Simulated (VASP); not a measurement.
Write the native input for VASP 6.6.1 that does the following.

* Task: single point
* Functional: PBE
* Potentials or basis: VASP PAW PBE potentials, release 64 (Al, H)
* Cutoff: 520 eV
* k mesh: 5 × 4 × 1
* Occupations: gaussian, width 0.1 eV
* Spin: no spin polarisation
* Dipole correction: yes
* Further INCAR settings: LREAL = Auto; ALGO = Normal; EDIFF = 1e-06; NBANDS = 40

The structure of Al8H lies in POSCAR:

```
Al8H
1.0
    5.7135165837      0.0000000000      0.0000000000
    0.0000000000      8.0801326415      0.0000000000
    0.0000000000      0.0000000000     22.2432786975
Al H
16 2
Direct
    0.2500000000      0.2500000000      0.1798296040
    0.2500000000      0.7500000000      0.1798296040
    0.7500000000      0.2500000000      0.1798296040
    0.7500000000      0.7500000000      0.1798296040
    0.0000000000      0.0000000000      0.2440458181
    0.0000000000      0.5000000000      0.2440458181
    0.5000000000      0.0000000000      0.2440458181
    0.5000000000      0.5000000000      0.2440458181
    0.2500000000      0.2500000000      0.3102598702
    0.2500000000      0.7500000000      0.3102598702
    0.7500000000      0.2500000000      0.3102598702
    0.7500000000      0.7500000000      0.3102598702
    0.0000000000      0.0000000000      0.3705963860
    0.0000000000      0.5000000000      0.3705963860
    0.5000000000      0.0000000000      0.3705963860
    0.5000000000      0.5000000000      0.3705963860
    0.7500000000     -0.0925108576      0.4627590580
    0.7500000000      0.0925108576      0.4627590580
```

One way to write it, as run:

INCAR

```
  ALGO = Normal
  DIPOL = 0.5 0.5 0.297
  EDIFF = 1E-6
  ENCUT = 520
  GGA = PE
  IDIPOL = 3
  ISIF = 2
  ISMEAR = 0
  LASPH = T
  LCHARG = T
  LDIPOL = T
  LELF = T
  LREAL = Auto
  LVACPOTAV = T
  LVHAR = T
  LWAVE = F
  NBANDS = 40
  NELM = 100
  PREC = Accurate
  SIGMA = 0.1
```

KPOINTS

```
k-points
0
Gamma
  5 4 1
```

Potentials or basis: VASP PAW PBE potentials, release 64 (Al, H).

The run is started by

```console
$ cat potpaw_PBE.64/Al/POTCAR potpaw_PBE.64/H/POTCAR > POTCAR
$ mpirun -np 1 vasp_std > vasp.out
```

It gave:

The largest force is 2.594 eV/Å and the band gap on the k mesh is zero (bands 25 and 26 overlap by 0.47 eV).

It took 7.2 min on 1 thread of AMD EPYC 9R45 96-Core Processor (Zen 5), on a shared host, peak memory 0.87 GiB.
